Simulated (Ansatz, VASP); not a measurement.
# Zr: VASP beside Ansatz

The input INCAR:

```
PREC = Accurate
ENCUT = 520
EDIFF = 1E-6
ISMEAR = -1
SIGMA = 0.1
LREAL = F
LASPH = T
NELM = 100
ALGO = Normal
ISIF = 2
LWAVE = F
LCHARG = T
GGA = B5
ALDAX = 1.0
AGGAX = 1.0
AGGAC = 1.0
ALDAC = 0.0
LELF = T
LVHAR = T
NBANDS = 12
```

KPOINTS

```
Automatic mesh
0
Gamma
  13 13 13
```

The input POSCAR:

```
Zr
1.0
    0.0000000000      2.2272722247      2.2272722247
    2.2272722247      0.0000000000      2.2272722247
    2.2272722247      2.2272722247      0.0000000000
Zr
1
Direct
    0.0000000000      0.0000000000      0.0000000000
```

Input for Ansatz:

```yaml
crystal:
  lattice:
    - [0.0, 2.2272722247, 2.2272722247]
    - [2.2272722247, 0.0, 2.2272722247]
    - [2.2272722247, 2.2272722247, 0.0]
  atoms:
    - { symbol: Zr, position: [0.0, 0.0, 0.0] }
hamiltonian:
  xc: blyp
  pseudopotentials:
    kind: paw
    azcp:
      Zr: "pseudopotentials/Zr.paw.azcp"
basis:
  ecutwfc: 420
  fft_grid_basis: typed
kpoints:
  mp_grid: { grid: [13, 13, 13], shift: [0, 0, 0] }
magnetization:
  spin_polarized: false
scf:
  occupations: { method: fermi_dirac, width: 0.1 }
  lower_state_search: "off"
output:
  stress: true
  write_density: true
  write_potential: true
  elf: true
  volumetric_format: npy
```

Alike in both runs: task single point; functional BLYP; k mesh 13 × 13 × 13; occupations fermi-dirac, width 0.1 eV; no spin polarisation.

|  | VASP | Ansatz |
| --- | --- | --- |
| version | VASP 6.6.1 | Ansatz 0.2.0 |
| potentials or method | VASP PAW PBE potentials, release 64 (Zr_sv), cutoff 520 eV | plane waves (420 eV) with PAW, scalar-relativistic |
| valence electrons in the cell | 12 | 12 |

|  | VASP | Ansatz | Ansatz less VASP |
| --- | --- | --- | --- |
| pressure (GPa) | 8.5 | 8.3 | -0.14 |

VASP's potentials were made for PBE, not for BLYP. With one functional, cell and mesh, what is left measures potentials, basis and numerics.
